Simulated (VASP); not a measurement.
Write the native input for VASP 6.6.1 that does the following.

| Quantity | Value |
| --- | --- |
| Task | single point |
| Functional | PBE |
| Potentials or basis | VASP PAW PBE potentials, release 64 (Zn, S) |
| Cutoff | 500 eV |
| k mesh | 8 × 8 × 8 |
| Occupations | gaussian, width 0.01 eV |
| Spin | no spin polarisation |
| Dipole correction | no |
| Further INCAR settings | ALGO = Normal; EDIFF = 1e-06; NBANDS = 16 |

The structure of ZnS lies in POSCAR:

```
ZnS
1.0
    0.0000000000      2.6940955587      2.6940955587
    2.6940955587      0.0000000000      2.6940955587
    2.6940955587      2.6940955587      0.0000000000
Zn S
1 1
Direct
    0.2500000000      0.2500000000      0.2500000000
    0.0000000000      0.0000000000      0.0000000000
```

One way to write it, as run:

INCAR

```
PREC = Accurate ; ENCUT = 500
EDIFF = 1E-6 ; ISMEAR = 0
SIGMA = 0.01 ; LREAL = F
LASPH = T ; NELM = 120
ALGO = Normal ; ISIF = 2
LWAVE = F ; LCHARG = F
GGA = PE ; NBANDS = 16
GGA_COMPAT = F
```

KPOINTS

```
regular mesh
0
Gamma
  8 8 8
```

Potentials or basis: VASP PAW PBE potentials, release 64 (Zn, S).

Run with:

```console
$ cat potpaw_PBE.64/Zn/POTCAR potpaw_PBE.64/S/POTCAR > POTCAR
$ mpirun -np 1 vasp_std > vasp.out
```

It gave:

| Item | Value |
| --- | --- |
| Pressure | 2.4 GPa |
| Band gap on the k mesh | 2.15 eV, direct |

Wall time 27 s on 1 thread of Intel Xeon 8259CL, on a shared host, peak memory 0.16 GiB.
